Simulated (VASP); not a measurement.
Sr2TlO2:

```
CELL_PARAMETERS angstrom
-2.23568 2.23568 5.42349
2.23568 -2.23568 5.42349
2.23568 2.23568 -5.42349
ATOMIC_POSITIONS crystal
Sr 0.25000 0.75000 0.50000
Sr 0.75000 0.25000 0.50000
Tl 0.00000 0.00000 0.00000
O 0.37110 0.37110 0.00000
O 0.62890 0.62890 0.00000
```

```yaml
Program: VASP 6.6.1
Task: relaxation of cell and atoms
Functional: PBE
Potentials_or_basis: VASP PAW PBE potentials, release 64 (Sr_sv, Tl_d, O)
Cutoff: 600 eV
k_mesh: 6 × 6 × 6
Occupations: gaussian, width 0.1 eV
Spin: no spin polarisation
```

At the start: pressure 0.7 GPa; volume 21.69 Å³/atom.

**Question.** Where does the relaxation end?

**Answer.** Over 18 steps the energy falls by 575.3 meV/atom and the volume is 29.65 Å³/atom (+36.7 %); space group I4/mmm (No. 139, to 0.1 Å) before and after.

The path:
```csv
step,energy change (eV),largest force (eV/Å),pressure (GPa),volume (Å³)
1,0.0000,2.1575,0.67,108.43
2,-0.4084,1.6259,1.41,109.85
3,-1.0862,0.5115,4.88,113.96
4,-1.2575,0.4963,12.54,122.37
5,-1.3807,0.3730,11.64,124.14
6,-1.7373,0.0309,8.96,129.53
7,-2.3436,0.4571,3.90,140.78
8,-2.6467,0.1216,-3.70,165.16
9,-2.7253,0.4383,-1.41,155.82
10,-2.7288,0.4057,-1.76,157.06
11,-2.7446,0.3645,-1.92,157.38
12,-2.7731,0.2013,-2.38,158.35
13,-2.8170,0.1709,-1.81,155.76
14,-2.8746,0.0733,-0.09,148.99
15,-2.8753,0.0579,0.16,148.11
16,-2.8753,0.0615,0.10,148.31
17,-2.8758,0.0470,0.08,148.29
18,-2.8763,0.0060,0.02,148.24
```

Final structure:
```
Sr Tl O
1.0
    -2.44871    2.44871    6.18058
     2.44871   -2.44871    6.18058
     2.44871    2.44871   -6.18058
Sr Tl O
2 1 2
Direct
  0.25000 0.75000 0.50000
  0.75000 0.25000 0.50000
  0.00000 0.00000 0.00000
  0.21853 0.21853 0.00000
  0.78147 0.78147 0.00000
```

Caveat: the volume moved by over 15 % at a fixed basis, so the end points are rough; an odd number of electrons without spin polarisation forces a metal; a magnetic or distorted state may lie lower.
